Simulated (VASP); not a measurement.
# GaN (F-43m) in VASP: a series of runs, part 2 of 2

VASP 6.6.1. Earlier steps stand in the parts before.

## 6. Single point, PBEsol, non-collinear spin, zero start, spin-orbit coupling

This run uses another cell than the first one, of 10.99 Å³/atom.

The input, INCAR:

```
ALGO = Normal ; EDIFF = 1E-7
ENCUT = 520 ; GGA = PS
GGA_COMPAT = False ; ISIF = 2
ISMEAR = 0 ; LASPH = True
LCHARG = False ; LNONCOLLINEAR = True
LORBIT = 11 ; LORBMOM = True
LREAL = False ; LSORBIT = True
LWAVE = False ; MAGMOM = 0 0 0 0 0 0
NBANDS = 30 ; NELM = 150
PREC = Accurate ; SIGMA = 0.01
```

The input, KPOINTS:

```
k-points
0
Gamma
  10 10 10
```

The input, POSCAR:

```
GaN
1.0
    2.2233499105      2.2233499105      0.0000000000
   -2.2233499105      2.2233499105      0.0000000000
    0.0000000000      2.2233499105      2.2233499105
Ga N
1 1
Direct
    0.0000000000      0.0000000000      0.0000000000
    0.2500000000      0.7500000000      0.5000000000
```

Potentials or basis: VASP PAW PBE potentials, release 64 (Ga_d, N).

Started as:

```
> cat potpaw_PBE.64/Ga_d/POTCAR potpaw_PBE.64/N/POTCAR > POTCAR
> mpirun -np 1 vasp_ncl > vasp.out
```

OUTCAR:

```text
EDIFF = 1E-7
   ENCUT = 520
   GGA = PS
   ISIF = 2
   ISMEAR = 0
   LASPH = True
   LNONCOLLINEAR = True
   LORBIT = 11
   LREAL = False
   LSORBIT = True
   NELM = 150
   PREC = Accurate

 ion  position               nearest neighbor table
   1  0.000  0.000  0.000-   2 1.93   2 1.93   2 1.93   2 1.93
   2  0.250  0.750  0.500-   1 1.93   1 1.93   1 1.93   1 1.93

  LATTYP: Found a face centered cubic cell.
 ALAT       =     4.4466998210

  Lattice vectors:

 A1 = (   0.0000000000,   2.2233499105,   2.2233499105)
 A2 = (   2.2233499105,   0.0000000000,   2.2233499105)
 A3 = (   2.2233499105,   2.2233499105,   0.0000000000)

Analysis of symmetry for initial positions (statically):
=====================================================================
 Subroutine PRICEL returns:
 Original cell was already a primitive cell.

 Routine SETGRP: Setting up the symmetry group for a
 face centered cubic supercell.

 Subroutine GETGRP returns: Found 24 space group operations
 (whereof 24 operations were pure point group operations)
 out of a pool of 48 trial point group operations.

The static configuration has the point symmetry T_d .

Analysis of symmetry for dynamics (positions and initial velocities):
=====================================================================
 Subroutine PRICEL returns:
 Original cell was already a primitive cell.

 Routine SETGRP: Setting up the symmetry group for a
 face centered cubic supercell.

 Subroutine GETGRP returns: Found 24 space group operations
 (whereof 24 operations were pure point group operations)
 out of a pool of 48 trial point group operations.

The dynamic configuration has the point symmetry T_d .

Analysis of structural, dynamic, and magnetic symmetry:
=====================================================================
 Subroutine PRICEL returns:
 Original cell was already a primitive cell.

 Routine SETGRP: Setting up the symmetry group for a
[... 1001 lines left out ...]
 orbital moment (y)

 # of ion     p       d       tot
 ----------------------------------------
  1         0.000  -0.000   0.000
  2         0.000   0.000   0.000
 ----------------------------------------
            0.000  -0.000   0.000

 orbital moment (z)

 # of ion     p       d       tot
 ----------------------------------------
  1         0.000  -0.000  -0.000
  2         0.000   0.000   0.000
 ----------------------------------------
            0.000  -0.000  -0.000

 Spin-Orbit-Coupling matrix elements

 Ion:    1  E_soc:     -0.0111166
 l=   1
     0.0000000    -0.0010187    -0.0010187
    -0.0010187     0.0000000    -0.0010187
    -0.0010187    -0.0010187     0.0000000
 l=   2
     0.0000000    -0.0001746     0.0000000    -0.0001746    -0.0006594
    -0.0001746     0.0000000    -0.0004945    -0.0001746    -0.0001648
     0.0000000    -0.0004945     0.0000000    -0.0004945     0.0000000
    -0.0001746    -0.0001746    -0.0004945     0.0000000    -0.0001648
    -0.0006594    -0.0001648     0.0000000    -0.0001648     0.0000000
 l=   3
     0.0000000     0.0000000     0.0000000     0.0000000     0.0000000     0.0000000     0.0000000
     0.0000000     0.0000000     0.0000000     0.0000000     0.0000000     0.0000000     0.0000000
     0.0000000     0.0000000     0.0000000     0.0000000     0.0000000     0.0000000     0.0000000
     0.0000000     0.0000000     0.0000000     0.0000000     0.0000000     0.0000000     0.0000000
     0.0000000     0.0000000     0.0000000     0.0000000     0.0000000     0.0000000     0.0000000
     0.0000000     0.0000000     0.0000000     0.0000000     0.0000000     0.0000000     0.0000000
     0.0000000     0.0000000     0.0000000     0.0000000     0.0000000     0.0000000     0.0000000

 Ion:    2  E_soc:     -0.0000950
 l=   1
     0.0000000    -0.0000158    -0.0000158
    -0.0000158     0.0000000    -0.0000158
    -0.0000158    -0.0000158     0.0000000
 l=   2
     0.0000000     0.0000000     0.0000000     0.0000000     0.0000000
     0.0000000     0.0000000     0.0000000     0.0000000     0.0000000
     0.0000000     0.0000000     0.0000000     0.0000000     0.0000000
     0.0000000     0.0000000     0.0000000     0.0000000     0.0000000
     0.0000000     0.0000000     0.0000000     0.0000000     0.0000000
 l=   3
     0.0000000     0.0000000     0.0000000     0.0000000     0.0000000     0.0000000     0.0000000
     0.0000000     0.0000000     0.0000000     0.0000000     0.0000000     0.0000000     0.0000000
     0.0000000     0.0000000     0.0000000     0.0000000     0.0000000     0.0000000     0.0000000
     0.0000000     0.0000000     0.0000000     0.0000000     0.0000000     0.0000000     0.0000000
     0.0000000     0.0000000     0.0000000     0.0000000     0.0000000     0.0000000     0.0000000
     0.0000000     0.0000000     0.0000000     0.0000000     0.0000000     0.0000000     0.0000000
     0.0000000     0.0000000     0.0000000     0.0000000     0.0000000     0.0000000     0.0000000

 total charge

# of ion       s       p       d       tot
------------------------------------------
    1        0.799   0.954  10.205  11.958
    2        1.217   2.536   0.000   3.753
--------------------------------------------------
tot          2.016   3.490  10.205  15.711

 magnetization (x)

# of ion       s       p       d       tot
------------------------------------------
    1        0.000   0.000   0.000   0.000
    2        0.000   0.000   0.000   0.000
--------------------------------------------------
tot          0.000   0.000   0.000   0.000

 magnetization (y)

# of ion       s       p       d       tot
------------------------------------------
    1       -0.000   0.000   0.000   0.000
    2       -0.000  -0.000   0.000  -0.000
--------------------------------------------------
tot         -0.000   0.000   0.000  -0.000

 magnetization (z)

# of ion       s       p       d       tot
------------------------------------------
    1       -0.000  -0.000  -0.000  -0.000
    2        0.000   0.000   0.000   0.000
--------------------------------------------------
tot          0.000   0.000  -0.000   0.000
```

OSZICAR:

```text
N       E                     dE             d eps       ncg     rms          rms(c)
DAV:   1     0.138857716876E+03    0.13886E+03   -0.84926E+03  5362   0.222E+03
DAV:   2     0.376190984011E+01   -0.13510E+03   -0.12491E+03  4516   0.481E+02
DAV:   3    -0.143999081500E+02   -0.18162E+02   -0.17858E+02  5048   0.130E+02
DAV:   4    -0.149795926499E+02   -0.57968E+00   -0.57863E+00  4932   0.255E+01
DAV:   5    -0.149903999003E+02   -0.10807E-01   -0.10806E-01  5216   0.350E+00    0.735E+00
DAV:   6    -0.131180755059E+02    0.18723E+01   -0.31663E+00  7238   0.435E+01    0.235E+00
DAV:   7    -0.131335690092E+02   -0.15494E-01   -0.52892E-01  4722   0.690E+00    0.181E+00
DAV:   8    -0.131236907916E+02    0.98782E-02   -0.78841E-02  7106   0.408E+00    0.105E+00
DAV:   9    -0.131120822509E+02    0.11609E-01   -0.24643E-02  6864   0.353E+00    0.225E-01
DAV:  10    -0.131124967124E+02   -0.41446E-03   -0.25734E-03  5402   0.607E-01    0.156E-01
DAV:  11    -0.131124264573E+02    0.70255E-04   -0.23731E-04  6500   0.432E-01    0.549E-02
DAV:  12    -0.131124285534E+02   -0.20961E-05   -0.41377E-05  4892   0.570E-02    0.442E-02
DAV:  13    -0.131124274120E+02    0.11414E-05   -0.17829E-05  6800   0.562E-02    0.148E-02
DAV:  14    -0.131124259807E+02    0.14313E-05   -0.45537E-06  6450   0.348E-02    0.184E-03
DAV:  15    -0.131124260123E+02   -0.31612E-07   -0.32462E-07  5292   0.671E-03
   1 F= -.13112426E+02 E0= -.13112426E+02  d E =-.338644E-25  mag=     0.0000     0.0000     0.0000
```

Run time: 1.7 min. Hardware: 1 thread of Intel Xeon 8259CL, shared host; peak memory 0.21 GiB.

Results:

* Free energy: -13.1124 eV
* Pressure: 6.7 GPa
* Net moment: 0.00 μB per cell
* Valence electrons inside the program's atomic spheres: Ga 11.96; N 3.75

Moments on the atoms (μB; x, y, z):
```
Ga  0.00 0.00 0.00
N   0.00 0.00 0.00
```

Caveat: the cell stands under pressure; the PAW data sets were made with another functional, which shifts forces and pressure a little.

## 7. The runs side by side

| task | spin | cell | k mesh | cutoff (eV) | smearing | gap on the mesh (eV) | pressure (GPa) | moment (μB) |
| --- | --- | --- | --- | --- | --- | --- | --- | --- |
| relaxation of cell and atoms | off | relaxed to 15 GPa from a = 3.181 Å, angles 60.0, 60.0, 90.0°, 2 atoms | 10 × 10 × 10 | 600 | gaussian 0.01 eV | 2.17 | 15.0 | - |
| relaxation of cell and atoms | off | relaxed from a = 3.187 Å, angles 60.0, 60.0, 90.0°, 2 atoms | 14 × 14 × 14 | 600 | fermi-dirac 0.1 eV | 1.73 | 0.0 | - |
| single point | non-collinear, zero start, SOC | a = 3.109 Å, angles 60.0, 60.0, 90.0°, 2 atoms | 10 × 10 × 10 | 520 | gaussian 0.01 eV | - | 14.7 | 0.00 |
| single point | non-collinear, zero start, SOC | a = 3.130 Å, angles 60.0, 60.0, 90.0°, 2 atoms | 10 × 10 × 10 | 520 | gaussian 0.01 eV | - | 9.7 | 0.00 |
| single point | non-collinear, zero start, SOC | a = 3.144 Å, angles 60.0, 60.0, 90.0°, 2 atoms | 10 × 10 × 10 | 520 | gaussian 0.01 eV | - | 6.7 | 0.00 |

Alike in all rows: level PBEsol; potentials or basis VASP PAW PBE potentials, release 64 (Ga_d, N).

Caveats: the PAW data sets were made with another functional, which shifts forces and pressure a little; the cell stands under pressure (at least some runs); the cell is relaxed towards a set pressure, so the run minimises the enthalpy, not the energy (at least some runs).

Total energies depend on the potentials used, so only differences within one code and one set of settings carry meaning.
